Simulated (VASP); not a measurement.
# EuS (Fm-3m) in VASP: notebook

Runs on EuS. Level: PBE+U. Tasks: single point.

Everything below comes from runs of VASP 6.6.1. Logs are shortened: lines on timing, memory, paths and dates and some standing lists are left out, and cuts for length are marked.

## (1) The cell of the first run

It takes space group Fm-3m (No. 225, cubic). Conventional cell: a = 5.957 Å, b = 5.957 Å, c = 5.957 Å, α = 90.00°, β = 90.00°, γ = 90.00°. Within 3.9 Å of Eu (site symmetry m-3m) lie 6 S at 2.98 Å. S (site symmetry m-3m) has 6 Eu at 2.98 Å within 3.9 Å.

## (2) Single point, PBE+U, collinear spin, ferromagnetic start

File INCAR:

```
SYSTEM = EuS
ALGO = Normal
EDIFF = 1E-6
ENCUT = 600
GGA = PE
GGA_COMPAT = .False.
ISIF = 2
ISMEAR = -1
ISPIN = 2
ISYM = 0
LASPH = .True.
LCHARG = .True.
LDAU = .True.
LDAUJ = 0 0
LDAUL = 3 -1
LDAUPRINT = 1
LDAUTYPE = 2
LDAUU = 5.2 0
LELF = .True.
LMAXMIX = 6
LORBIT = 11
LREAL = .False.
LVHAR = .True.
LWAVE = .False.
MAGMOM = 7 7 0 0
NBANDS = 35
NELM = 200
PREC = Accurate
SIGMA = 0.03
```

File KPOINTS:

```
k-points
0
Gamma
  5 5 3
  0 0 0
```

File POSCAR:

```
EuS
1.0
    0.0000000000      2.9785000000      2.9785000000
    2.9785000000      0.0000000000      2.9785000000
    5.9570000000      5.9570000000      0.0000000000
Eu S
2 2
Direct
    0.0000000000      0.0000000000      0.0000000000
    0.0000000000      0.0000000000      0.5000000000
    0.5000000000      0.5000000000      0.2500000000
    0.5000000000      0.5000000000      0.7500000000
```

Potentials or basis: VASP PAW PBE potentials, release 64 (Eu, S).

On the command line:

```
cat potpaw_PBE.64/Eu/POTCAR potpaw_PBE.64/S/POTCAR > POTCAR
mpirun -np 1 vasp_std > vasp.out
```

OUTCAR:

```text
SYSTEM = EuS
   EDIFF = 1E-6
   ENCUT = 600
   GGA = PE
   ISIF = 2
   ISMEAR = -1
   ISPIN = 2
   ISYM = 0
   LASPH = .True.
   LORBIT = 11
   LREAL = .False.
   NELM = 200
   PREC = Accurate

 ion  position               nearest neighbor table
   1  0.000  0.000  0.000-   4 2.98   3 2.98   4 2.98   3 2.98   4 2.98   3 2.98
   2  0.000  0.000  0.500-   3 2.98   3 2.98   4 2.98   3 2.98   4 2.98   4 2.98
   3  0.500  0.500  0.250-   1 2.98   1 2.98   2 2.98   1 2.98   2 2.98   2 2.98
   4  0.500  0.500  0.750-   2 2.98   1 2.98   2 2.98   1 2.98   2 2.98   1 2.98

IMPORTANT INFORMATION: All symmetrisations will be switched off!
NOSYMM: (Re-)initialisation of all symmetry stuff for point group C_1.

----------------------------------------------------------------------------------------

                                     Primitive cell

  volume of cell :     105.6946

  direct lattice vectors                    reciprocal lattice vectors
     0.000000000  2.978500000  2.978500000    -0.167869733  0.167869733  0.167869733
     2.978500000  0.000000000  2.978500000     0.167869733 -0.167869733  0.167869733
     5.957000000  5.957000000  0.000000000     0.083934867  0.083934867 -0.083934867

  length of vectors
     4.212235096  4.212235096  8.424470191     0.290758907  0.290758907  0.145379453

  position of ions in fractional coordinates (direct lattice)
     0.000000000  0.000000000  0.000000000
     0.000000000  0.000000000  0.500000000
     0.500000000  0.500000000  0.250000000
     0.500000000  0.500000000  0.750000000

  ion indices of the primitive-cell ions
   primitive index   ion index
                 1           1
                 2           2
                 3           3
                 4           4

----------------------------------------------------------------------------------------

 KPOINTS: k-points

Automatic generation of k-mesh.
 Grid dimensions read from file:
 generate k-points for:    5    5    3

 Generating k-lattice:

[... 202 lines left out ...]
  o =  0.9735  v =  0.0194  0.9978 -0.0073  0.0603 -0.0073  0.0000 -0.0194  0.0000  0.0000  0.0000  0.0000  0.0000  0.0000  0.0000      0.0000  0.0000  0.0000  0.0000  0.0000  0.0000  0.0000  0.0000  0.0000  0.0000  0.0000  0.0000  0.0000  0.0000
  o =  0.9743  v =  0.3558 -0.0000 -0.2318 -0.0000  0.2317 -0.7997  0.3557  0.0000  0.0000  0.0000  0.0000  0.0000  0.0000  0.0000      0.0000  0.0000  0.0000  0.0000  0.0000  0.0000  0.0000  0.0000  0.0000  0.0000  0.0000  0.0000  0.0000  0.0000
  o =  0.9746  v = -0.4358  0.0327  0.5489 -0.1286  0.5489  0.0000  0.4358  0.0000  0.0000  0.0000  0.0000  0.0000  0.0000  0.0000      0.0000  0.0000  0.0000  0.0000  0.0000  0.0000  0.0000  0.0000  0.0000  0.0000  0.0000  0.0000  0.0000  0.0000
  o =  0.9749  v =  0.3502 -0.0000 -0.4589  0.0000  0.4588  0.5776  0.3502  0.0000  0.0000  0.0000  0.0000  0.0000  0.0000  0.0000      0.0000  0.0000  0.0000  0.0000  0.0000  0.0000  0.0000  0.0000  0.0000  0.0000  0.0000  0.0000  0.0000  0.0000

 number of electron      45.9999997 magnetization      13.9999996

 Free energy of the ion-electron system (eV)
  ---------------------------------------------------
  ext. energy  EPLUGINS =         0.00000000
  ---------------------------------------------------
  free energy    TOTEN  =       -38.42965057 eV

  energy without entropy =      -38.42961300  energy(sigma->0) =      -38.42963179

 E-fermi :   3.6183     XC(G=0):  -9.5608

 val. band max:        3.4381185502   @ k =   0.0000   0.0000   0.0000
 cond. band min:       3.7888014893   @ k =   0.4000   0.4000   0.0000
 fundamental gap:      0.3506829391
 Fermi energy:         3.6182963016

 spin component 1

 k-point     1 :       0.0000    0.0000    0.0000
  band No.  band energies     occupation
      1     -36.4609      1.00000
      2     -36.4469      1.00000
      3     -15.6959      1.00000
      4     -15.3558      1.00000
      5     -15.3556      1.00000
      6     -15.3301      1.00000
[... 1817 lines left out ...]
     34      12.5716      0.00000
     35      12.5957      0.00000

 [... further k-points ...]

------------------------ aborting loop because EDIFF is reached ----------------------------------------

  FORCE on cell =-STRESS in cart. coord.  units (eV):
  Direction    XX          YY          ZZ          XY          YZ          ZX
  --------------------------------------------------------------------------------------
  -------------------------------------------------------------------------------------
  Total        0.5140141      0.5139409      0.5035780     -0.0063300      0.0104744      0.0104668
  in kB        7.7917101      7.7906003      7.6335150     -0.0959537      0.1587763      0.1586621
  external PRESSURE =       7.7386085 kB  Pullay stress =       0.0000000 kB

 VOLUME and BASIS-vectors are now :
 -----------------------------------------------------------------------------
  energy-cutoff  :      600.00
  volume of cell :      105.69
      direct lattice vectors                 reciprocal lattice vectors
     0.000000000  2.978500000  2.978500000    -0.167869733  0.167869733  0.167869733
     2.978500000  0.000000000  2.978500000     0.167869733 -0.167869733  0.167869733
     5.957000000  5.957000000  0.000000000     0.083934867  0.083934867 -0.083934867

 POSITION                                       TOTAL-FORCE (eV/Angst)
 -----------------------------------------------------------------------------------
      0.00000      0.00000      0.00000         0.000015      0.000019      0.000018
      2.97850      2.97850      0.00000        -0.000030     -0.000043      0.000001
      2.97850      2.97850      2.97850         0.000011      0.000017     -0.000008
      5.95700      5.95700      2.97850         0.000004      0.000007     -0.000011
 -----------------------------------------------------------------------------------
    total drift:                               -0.000041      0.000011      0.000026

  FREE ENERGIE OF THE ION-ELECTRON SYSTEM (eV)
  ---------------------------------------------------
  free  energy   TOTEN  =       -38.4296505746 eV

  energy  without entropy=      -38.4296130034  energy(sigma->0) =      -38.42963179

 total charge

# of ion       s       p       d       f       tot
--------------------------------------------------
    1        2.029   5.786   0.248   6.815  14.878
    2        2.029   5.786   0.248   6.815  14.878
    3        1.317   2.450   0.000   0.000   3.766
    4        1.317   2.450   0.000   0.000   3.766
--------------------------------------------------
tot          6.691  16.472   0.495  13.630  37.289

 magnetization (x)

# of ion       s       p       d       f       tot
--------------------------------------------------
    1       -0.016  -0.117   0.048   6.796   6.711
    2       -0.016  -0.117   0.048   6.796   6.711
    3       -0.006  -0.057   0.000   0.000  -0.063
    4       -0.006  -0.057   0.000   0.000  -0.063
--------------------------------------------------
tot         -0.044  -0.348   0.096  13.592  13.296
```

Run time: 8.1 min. Hardware: 1 thread of Intel Xeon Platinum 8559C (Emerald Rapids), shared host; peak memory 0.52 GiB.

What came out:

```
Free energy                                           : -38.4297 eV
Pressure                                              : 0.8 GPa
Band gap on the k mesh                                : 0.35 eV
Net moment                                            : 14.00 μB per cell
Site moments                                          : Eu +6.71; S -0.06 μB
Valence electrons inside the program's atomic spheres : Eu 14.88; S 3.77
```

Levels at points of the mesh, in eV from the valence-band top:
Spin up:
```csv
k point,band 26,band 27,band 28,band 29,band 30,band 31,band 32,band 33,band 34,band 35
"(0.00, 0.00, 0.00)",-0.51,-0.51,0.00,0.00,0.00,1.82,2.13,2.13,2.13,3.01
```
Spin down:
| k point | band 12 | band 13 | band 14 | band 15 | band 16 | band 17 | band 18 | band 19 | band 20 | band 21 |
| --- | --- | --- | --- | --- | --- | --- | --- | --- | --- | --- |
| (0.00, 0.00, 0.00) | -2.88 | -2.88 | -1.71 | -1.71 | -1.70 | 2.28 | 2.79 | 2.79 | 2.79 | 3.75 |

Eigenvalues of the final occupation matrices:
| site | spin | trace | eigenvalues |
| --- | --- | --- | --- |
| site 1 f | 1 | 6.81 | 0.97 0.97 0.97 0.97 0.97 0.97 0.97 |
| site 1 f | 2 | 0.01 | 0.00 0.00 0.00 0.00 0.00 0.00 0.00 |
| site 2 f | 1 | 6.81 | 0.97 0.97 0.97 0.97 0.97 0.97 0.97 |
| site 2 f | 2 | 0.01 | 0.00 0.00 0.00 0.00 0.00 0.00 0.00 |

Caveat: semilocal functionals underestimate gaps, and a narrow one can read as zero; spin-orbit coupling is left out, which moves the levels of the heavy elements; an odd mesh through Γ misses points on the zone boundary, where band edges can lie. The state reached can hang on the start; a lower one may exist.

## (3) Single point, PBE+U, collinear spin

File INCAR:

```
SYSTEM = EuS
ALGO = Normal ; EDIFF = 1E-6
ENCUT = 600 ; GGA = PE
GGA_COMPAT = .FALSE. ; ISIF = 2
ISMEAR = -1 ; ISPIN = 2
ISYM = 0 ; LASPH = .TRUE.
LCHARG = .TRUE. ; LDAU = .TRUE.
LDAUJ = 0 0 ; LDAUL = 3 -1
LDAUPRINT = 1 ; LDAUTYPE = 2
LDAUU = 5.2 0 ; LELF = .TRUE.
LMAXMIX = 6 ; LORBIT = 11
LREAL = .FALSE. ; LVHAR = .TRUE.
LWAVE = .FALSE. ; MAGMOM = 7 0 0 0
NBANDS = 35 ; NELM = 200
PREC = Accurate ; SIGMA = 0.03
```

File KPOINTS:

```
k-points
0
G
  5 5 3
  0 0 0
```

POSCAR is that of step 2.

Potentials or basis: VASP PAW PBE potentials, release 64 (Eu, S).

On the command line:

```
cat potpaw_PBE.64/Eu/POTCAR potpaw_PBE.64/S/POTCAR > POTCAR
mpirun -np 1 vasp_std > vasp.out
```

Run time: 46 min. Hardware: 1 thread of Intel Xeon Platinum 8175M at 2.50GHz (Skylake/Cascade Lake), shared host; peak memory 0.55 GiB.

It converged, with:

```
Free energy                                           : -38.4297 eV
Pressure                                              : 0.7 GPa
Band gap on the k mesh                                : 0.35 eV
Net moment                                            : 14.00 μB per cell
Site moments                                          : Eu +6.71; S -0.06 μB
Valence electrons inside the program's atomic spheres : Eu 14.88; S 3.77
```

Levels at points of the mesh, in eV from the valence-band top:
Spin up:
| k point | band 27 | band 28 | band 29 | band 30 | band 31 | band 32 | band 33 | band 34 |
| --- | --- | --- | --- | --- | --- | --- | --- | --- |
| (0.00, 0.00, 0.00) | -0.51 | 0.00 | 0.00 | 0.00 | 1.82 | 2.13 | 2.13 | 2.13 |
Spin down:
```csv
k point,band 12,band 13,band 14,band 15,band 16,band 17,band 18,band 19,band 20,band 21
"(0.00, 0.00, 0.00)",-2.88,-2.88,-1.71,-1.71,-1.71,2.28,2.79,2.79,2.79,3.75
```

Eigenvalues of the final occupation matrices:
| site | spin | trace | eigenvalues |
| --- | --- | --- | --- |
| site 1 f | 1 | 6.81 | 0.97 0.97 0.97 0.97 0.97 0.97 0.97 |
| site 1 f | 2 | 0.01 | 0.00 0.00 0.00 0.00 0.00 0.00 0.00 |
| site 2 f | 1 | 6.81 | 0.97 0.97 0.97 0.97 0.97 0.97 0.97 |
| site 2 f | 2 | 0.01 | 0.00 0.00 0.00 0.00 0.00 0.00 0.00 |

Caveat: semilocal functionals underestimate gaps, and a narrow one can read as zero; spin-orbit coupling is left out, which moves the levels of the heavy elements; an odd mesh through Γ misses points on the zone boundary, where band edges can lie.
